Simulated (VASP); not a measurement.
# Hf3SiMo (Pm-3m) in VASP: single point with PBE

Aim: the single point of Hf3SiMo with PBE.

Program: VASP 6.6.1. These are calculated values, not measurements. Logs are shortened: lines on timing, memory, paths and dates and some standing lists are left out, and cuts for length are marked.

### 1 The cell of the first run

It takes space group Pm-3m (No. 221, cubic). Conventional cell: a = 4.488 Å, b = 4.488 Å, c = 4.488 Å, α = 90.00°, β = 90.00°, γ = 90.00°. Hf (site symmetry 4/mmm) has 2 Mo at 2.24 Å within 3.0 Å. Si (site symmetry m-3m) has 12 Hf at 3.17 Å and 8 Mo at 3.89 Å within 4.2 Å. Within 3.0 Å of Mo (site symmetry m-3m) lie 6 Hf at 2.24 Å.

The cell was built from a structure type or drawn by symmetry, and may not be a known phase.

### 2 Single point, PBE

INCAR

```
SYSTEM = Hf3SiMo
PREC = Accurate ; ENCUT = 520
EDIFF = 1E-7 ; ISMEAR = 0
SIGMA = 0.1 ; LREAL = .False.
LASPH = .True. ; NELM = 80
ALGO = Fast ; ISIF = 2
LWAVE = .False. ; LCHARG = .False.
GGA = PE ; NBANDS = 32
```

KPOINTS

```
regular mesh
0
Gamma
  4 4 4
  0 0 0
```

POSCAR

```
Hf3SiMo
1.0
    4.4876880300      0.0000000000      0.0000000000
    0.0000000000      4.4876880300      0.0000000000
    0.0000000000      0.0000000000      4.4876880300
Hf Si Mo
3 1 1
Direct
    0.5000000000      0.0000000000      0.0000000000
    0.0000000000      0.5000000000      0.0000000000
    0.0000000000      0.0000000000      0.5000000000
    0.5000000000      0.5000000000      0.5000000000
    0.0000000000      0.0000000000      0.0000000000
```

Potentials or basis: VASP PAW PBE potentials, release 64 (Hf_pv, Si, Mo_sv).

On the command line:

```
> cat potpaw_PBE.64/Hf_pv/POTCAR potpaw_PBE.64/Si/POTCAR potpaw_PBE.64/Mo_sv/POTCAR > POTCAR
> mpirun -np 1 vasp_std > vasp.out
```

OUTCAR:

```text
SYSTEM = Hf3SiMo
   PREC = Accurate
   ENCUT = 520
   EDIFF = 1E-7
   ISMEAR = 0
   LREAL = .False.
   LASPH = .True.
   NELM = 80
   ISIF = 2
   GGA = PE

 ion  position               nearest neighbor table
   1  0.500  0.000  0.000-   5 2.24   5 2.24   4 3.17   2 3.17   3 3.17   4 3.17   2 3.17   4 3.17
                             4 3.17   2 3.17   3 3.17   3 3.17   3 3.17   2 3.17
   2  0.000  0.500  0.000-   5 2.24   5 2.24   4 3.17   1 3.17   3 3.17   4 3.17   1 3.17   3 3.17
                             3 3.17   3 3.17   1 3.17   4 3.17   4 3.17   1 3.17
   3  0.000  0.000  0.500-   5 2.24   5 2.24   4 3.17   1 3.17   1 3.17   2 3.17   2 3.17   2 3.17
                             4 3.17   2 3.17   1 3.17   4 3.17   1 3.17   4 3.17
   4  0.500  0.500  0.500-   1 3.17   2 3.17   3 3.17   1 3.17   2 3.17   1 3.17   3 3.17   1 3.17
                             2 3.17   3 3.17   2 3.17   3 3.17
   5  0.000  0.000  0.000-   1 2.24   2 2.24   3 2.24   3 2.24   2 2.24   1 2.24

  LATTYP: Found a simple cubic cell.
 ALAT       =     4.4876880300

  Lattice vectors:

 A1 = (   4.4876880300,   0.0000000000,   0.0000000000)
 A2 = (   0.0000000000,   4.4876880300,   0.0000000000)
 A3 = (   0.0000000000,   0.0000000000,   4.4876880300)

Analysis of symmetry for initial positions (statically):
=====================================================================
 Subroutine PRICEL returns:
 Original cell was already a primitive cell.

 Routine SETGRP: Setting up the symmetry group for a
 simple cubic supercell.

 Subroutine GETGRP returns: Found 48 space group operations
 (whereof 48 operations were pure point group operations)
 out of a pool of 48 trial point group operations.

The static configuration has the point symmetry O_h .

Analysis of symmetry for dynamics (positions and initial velocities):
=====================================================================
 Subroutine PRICEL returns:
 Original cell was already a primitive cell.

 Routine SETGRP: Setting up the symmetry group for a
 simple cubic supercell.

 Subroutine GETGRP returns: Found 48 space group operations
 (whereof 48 operations were pure point group operations)
 out of a pool of 48 trial point group operations.

The dynamic configuration has the point symmetry O_h .

 Subroutine INISYM returns: Found 48 space group operations
 (whereof 48 operations are pure point group operations),
 and found     1 'primitive' translations

----------------------------------------------------------------------------------------

                                     Primitive cell

  volume of cell :      90.3791

  direct lattice vectors                    reciprocal lattice vectors
     4.487688030  0.000000000  0.000000000     0.222831889  0.000000000  0.000000000
     0.000000000  4.487688030  0.000000000     0.000000000  0.222831889  0.000000000
     0.000000000  0.000000000  4.487688030     0.000000000  0.000000000  0.222831889

  length of vectors
     4.487688030  4.487688030  4.487688030     0.222831889  0.222831889  0.222831889

  position of ions in fractional coordinates (direct lattice)
     0.500000000  0.000000000  0.000000000
     0.000000000  0.500000000  0.000000000
     0.000000000  0.000000000  0.500000000
     0.500000000  0.500000000  0.500000000
     0.000000000  0.000000000  0.000000000

  ion indices of the primitive-cell ions
   primitive index   ion index
                 1           1
                 2           2
                 3           3
                 4           4
                 5           5

----------------------------------------------------------------------------------------

 KPOINTS: regular mesh

Automatic generation of k-mesh.
 Grid dimensions read from file:
 generate k-points for:    4    4    4

 Generating k-lattice:

  Cartesian coordinates                     Fractional coordinates (reciprocal lattice)
     0.055707972  0.000000000  0.000000000     0.250000000  0.000000000  0.000000000
     0.000000000  0.055707972  0.000000000     0.000000000  0.250000000  0.000000000
     0.000000000  0.000000000  0.055707972     0.000000000  0.000000000  0.250000000

  Length of vectors
     0.055707972  0.055707972  0.055707972

  Shift w.r.t. Gamma in fractional coordinates (k-lattice)
     0.000000000  0.000000000  0.000000000

 Subroutine IBZKPT returns following result:
 ===========================================

 Found     10 irreducible k-points:

 Following reciprocal coordinates:
            Coordinates               Weight
  0.000000  0.000000  0.000000      1.000000
  0.250000  0.000000  0.000000      6.000000
  0.500000  0.000000  0.000000      3.000000
  0.250000  0.250000  0.000000     12.000000
  0.500000  0.250000  0.000000     12.000000
  0.500000  0.500000  0.000000      3.000000
  0.250000  0.250000  0.250000      8.000000
  0.500000  0.250000  0.250000     12.000000
  0.500000  0.500000  0.250000      6.000000
  0.500000  0.500000  0.500000      1.000000
   k-points           NKPTS =     10   k-points in BZ     NKDIM =     10   number of bands    NBANDS=     32
   number of dos      NEDOS =    301   number of ions     NIONS =      5
   total plane-waves  NPLWV =  46656
   dimension x,y,z NGX =    36 NGY =   36 NGZ =   36
   dimension x,y,z NGXF=    72 NGYF=   72 NGZF=   72
   ions per type =               3   1   1
   NGX,Y,Z   is equivalent  to a cutoff of  13.34, 13.34, 13.34 a.u.
   NGXF,Y,Z  is equivalent  to a cutoff of  26.67, 26.67, 26.67 a.u.
 SYSTEM =  Hf3SiMo
   PREC   = accura    normal or accurate (medium, high low for compatibility)
   ISTART =      0    job   : 0-new  1-cont  2-samecut
   ICHARG =      2    charge: 1-file 2-atom 10-const
   ISPIN  =      1    spin polarized calculation?
   LNONCOLLINEAR =      F non collinear calculations
   LSORBIT =      F    spin-orbit coupling
   LASPH  =      T    aspherical Exc in radial PAW
   ENCUT  =  520.0 eV  38.22 Ry    6.18 a.u.   8.34  8.34  8.34*2*pi/ulx,y,z
   NELM   =     80;   NELMIN=  2; NELMDL= -5     # of ELM steps
   EDIFF  = 0.1E-06   stopping-criterion for ELM
   LREAL  =      F    real-space projection
   EDIFFG = 0.1E-05   stopping-criterion for IOM
   NSW    =      0    number of steps for IOM
   IBRION =     -1    ionic relax: 0-MD 1-quasi-New 2-CG
   NFREE  =      0    steps in history (QN), initial steepest desc. (CG)
   ISIF   =      2    stress and relaxation
   ISYM   =      2    0-nonsym 1-usesym 2-fastsym
   POTIM  = 0.5000    time-step for ionic-motion
   TEBEG  =    0.0;   TEEND  =   0.0 temperature during run
   PSTRESS=    0.0 pullay stress
   NELECT =      48.0000    total number of electrons
   NUPDOWN=      -1.0000    fix difference up-down
   EMIN   =  10.00;   EMAX   =-10.00  energy-range for DOS
   EFERMI =   0.00;   METHOD = LEGACY
   ISMEAR =     0;   SIGMA  =   0.10  broadening in eV -4-tet -1-fermi 0-gaus
   EFERMI_NEDOS =   21; number of points for ismear=-14 and -15
   IALGO  =     68    algorithm
   IMIX   =      4    mixing-type and parameters
     AMIX     =   0.40;   BMIX     =  1.00
     AMIX_MAG =   1.60;   BMIX_MAG =  1.00
  volume/ion in A,a.u.               =      18.08       121.98
  Fermi-wavevector in a.u.,A,eV,Ry     =   1.325763  2.505329 23.914249  1.757648
  Thomas-Fermi vector in A             =   2.455200
   LORBIT       =      0    0 simple, 1 ext, 2 COOP (PROOUT), +10 PAW based schemes
   GGA     = PE    functional components
   LHFCALC =     F    Hartree Fock is set to
   AEXX    =    0.0000 exact exchange contribution
   IVDW    =     0    specifies the selected vdW correction
   LEPSILON=     F    determine dielectric tensor
   LRPA    =     F    only Hartree local field effects (RPA)
 non-spin polarized calculation
 RMM-DIIS sequential band-by-band and
 Gauss-broadening in eV      SIGMA  =   0.10
  energy-cutoff  :      520.00
  volume of cell :       90.38
 maximum number of plane-waves:      2469
 NGX is ok and might be reduce to    36
   NGX = 17   NGY = 17   NGZ = 17

 number of electron      47.9999994 magnetization

 Free energy of the ion-electron system (eV)
  ---------------------------------------------------
  ext. energy  EPLUGINS =         0.00000000
  ---------------------------------------------------
  free energy    TOTEN  =       -38.42555786 eV

  energy without entropy =      -38.40768615  energy(sigma->0) =      -38.41662201

 E-fermi :   7.3535     XC(G=0): -11.7241

 val. band max:        7.1790385865   @ k =   0.5000   0.2500   0.0000
 cond. band min:       7.3565597016   @ k =   0.5000   0.2500   0.0000
 fundamental gap:      0.1775211150
 Fermi energy:         7.3534516509

 k-point     1 :       0.0000    0.0000    0.0000
  band No.  band energies     occupation
      1     -52.8263      2.00000
      2     -28.6196      2.00000
      3     -28.6196      2.00000
      4     -28.6196      2.00000
      5     -23.0649      2.00000
      6     -23.0649      2.00000
[... 24 lines left out ...]
     31      14.4227      0.00000
     32      14.4533      0.00000

 k-point     2 :       0.2500    0.0000    0.0000
  band No.  band energies     occupation
      1     -52.8384      2.00000
      2     -28.6100      2.00000
      3     -28.6100      2.00000
      4     -28.1565      2.00000
      5     -23.0822      2.00000
      6     -23.0822      2.00000
[... 24 lines left out ...]
     31      11.3866      0.00000
     32      11.6791      0.00000

 k-point     3 :       0.5000    0.0000    0.0000
  band No.  band energies     occupation
      1     -52.8505      2.00000
      2     -28.6003      2.00000
      3     -28.6003      2.00000
      4     -27.5463      2.00000
      5     -23.6446      2.00000
      6     -23.1060      2.00000
[... 24 lines left out ...]
     31      10.9387      0.00000
     32      12.5158      0.00000

 k-point     4 :       0.2500    0.2500    0.0000
  band No.  band energies     occupation
      1     -52.8505      2.00000
      2     -28.6004      2.00000
      3     -28.1486      2.00000
      4     -28.1436      2.00000
      5     -23.2168      2.00000
      6     -23.0849      2.00000
[... 24 lines left out ...]
     31      11.4577      0.00000
     32      11.4655      0.00000

 k-point     5 :       0.5000    0.2500    0.0000
  band No.  band energies     occupation
      1     -52.8626      2.00000
      2     -28.5907      2.00000
      3     -28.1355      2.00000
      4     -27.5341      2.00000
      5     -23.6458      2.00000
      6     -23.2813      2.00000
[... 24 lines left out ...]
     31      10.8234      0.00000
     32      11.0194      0.00000

 k-point     6 :       0.5000    0.5000    0.0000
  band No.  band energies     occupation
      1     -52.8748      2.00000
      2     -28.5810      2.00000
      3     -27.5217      2.00000
      4     -27.5217      2.00000
      5     -23.7033      2.00000
      6     -23.5831      2.00000
[... 24 lines left out ...]
     31      10.3907      0.00000
     32      11.8607      0.00000

 k-point     7 :       0.2500    0.2500    0.2500
  band No.  band energies     occupation
      1     -52.8627      2.00000
      2     -28.1407      2.00000
      3     -28.1331      2.00000
      4     -28.1331      2.00000
      5     -23.2232      2.00000
      6     -23.2117      2.00000
[... 24 lines left out ...]
     31      11.3300      0.00000
     32      11.3300      0.00000

 k-point     8 :       0.5000    0.2500    0.2500
  band No.  band energies     occupation
      1     -52.8748      2.00000
      2     -28.1276      2.00000
      3     -28.1225      2.00000
      4     -27.5219      2.00000
      5     -23.6471      2.00000
      6     -23.2817      2.00000
[... 24 lines left out ...]
     31      10.9557      0.00000
     32      11.2861      0.00000

 k-point     9 :       0.5000    0.5000    0.2500
  band No.  band energies     occupation
      1     -52.8869      2.00000
      2     -28.1145      2.00000
      3     -27.5095      2.00000
      4     -27.5095      2.00000
      5     -23.7058      2.00000
      6     -23.5826      2.00000
[... 24 lines left out ...]
     31      10.7079      0.00000
     32      10.7091      0.00000

 k-point    10 :       0.5000    0.5000    0.5000
  band No.  band energies     occupation
      1     -52.8990      2.00000
      2     -27.4971      2.00000
      3     -27.4971      2.00000
      4     -27.4971      2.00000
      5     -23.7608      2.00000
      6     -23.5822      2.00000
[... 24 lines left out ...]
     31      10.2336      0.00000
     32      10.2336      0.00000

------------------------ aborting loop because EDIFF is reached ----------------------------------------

  FORCE on cell =-STRESS in cart. coord.  units (eV):
  Direction    XX          YY          ZZ          XY          YZ          ZX
  --------------------------------------------------------------------------------------
  -------------------------------------------------------------------------------------
  Total       24.0069052     24.0069052     24.0069052      0.0000000     -0.0000000      0.0000000
  in kB      425.5776227    425.5776227    425.5776227      0.0000000     -0.0000000      0.0000000
  external PRESSURE =     425.5776227 kB  Pullay stress =       0.0000000 kB

 VOLUME and BASIS-vectors are now :
 -----------------------------------------------------------------------------
  energy-cutoff  :      520.00
  volume of cell :       90.38
      direct lattice vectors                 reciprocal lattice vectors
     4.487688030  0.000000000  0.000000000     0.222831889  0.000000000  0.000000000
     0.000000000  4.487688030  0.000000000     0.000000000  0.222831889  0.000000000
     0.000000000  0.000000000  4.487688030     0.000000000  0.000000000  0.222831889

 POSITION                                       TOTAL-FORCE (eV/Angst)
 -----------------------------------------------------------------------------------
      2.24384      0.00000      0.00000         0.000000      0.000000      0.000000
      0.00000      2.24384      0.00000         0.000000      0.000000      0.000000
      0.00000      0.00000      2.24384         0.000000      0.000000      0.000000
      2.24384      2.24384      2.24384         0.000000      0.000000      0.000000
      0.00000      0.00000      0.00000         0.000000      0.000000      0.000000
 -----------------------------------------------------------------------------------
    total drift:                                0.000000      0.000000     -0.000000

  FREE ENERGIE OF THE ION-ELECTRON SYSTEM (eV)
  ---------------------------------------------------
  free  energy   TOTEN  =       -38.4255578579 eV

  energy  without entropy=      -38.4076861535  energy(sigma->0) =      -38.41662201
```

Run time: 73 s. Hardware: 1 thread of Intel Xeon 8259CL, shared host; peak memory 0.22 GiB.

What came out:

```yaml
Free_energy: -38.4256 eV
Pressure: 42.6 GPa
Band_gap_on_the_k_mesh: zero (bands 24 and 25 overlap by 1.24 eV)
```

Caveat: the cell stands under pressure; spin-orbit coupling is left out, which moves the levels of the heavy elements.
